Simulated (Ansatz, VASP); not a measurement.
## Two plane-wave programs on CaC8

```
Ca C
1.0
     0.00398   -0.00827    4.37327
     4.99620    0.00012    0.00448
    -2.49799    4.32742   -0.01049
Ca C
1 8
Direct
  0.50000 0.00000 0.99999
  0.00003 0.33560 0.16780
  0.00001 0.33333 0.66666
  0.00029 0.83220 0.16780
  0.99967 0.83220 0.66439
  0.00034 0.16780 0.33561
  0.99968 0.16780 0.83220
  0.00000 0.66667 0.33334
  0.99997 0.66440 0.83220
```

Change from the starting cell: cell x1, atoms moved at random (sigma 0.15 Å) and cell strained at random (1.5 %), then relaxed without symmetry.

Alike in both runs: functional PBE; dispersion D3(BJ); k mesh 6 × 6 × 6; occupations gaussian, width 0.2 eV; no spin polarisation.

Ansatz relaxed the structure, and its values are those at the end. VASP's run is a single point on that final structure, the one shown.

|  | VASP | Ansatz |
| --- | --- | --- |
| version | VASP 6.6.1 | Ansatz 0.2.0 |
| potentials or method | VASP PAW PBE potentials, release 64 (Ca_sv, C), cutoff 520 eV | scalar-relativistic, plane waves, PAW |
| valence electrons in the cell | 42 | 42 |

Ansatz gave:

| Property | Result |
| --- | --- |
| gap on the k mesh at the Fermi level (eV) | none |
| pressure (GPa) | 0.0 |
| rms of the force components (eV/Å) | 0.001 |

Q: Estimate VASP's values.

A: gap on the k mesh at the Fermi level (eV): none; pressure (GPa): 0.3; rms of the force components (eV/Å): 0.004.

A gap of «none» marks a metal or a gap that the smearing closes.
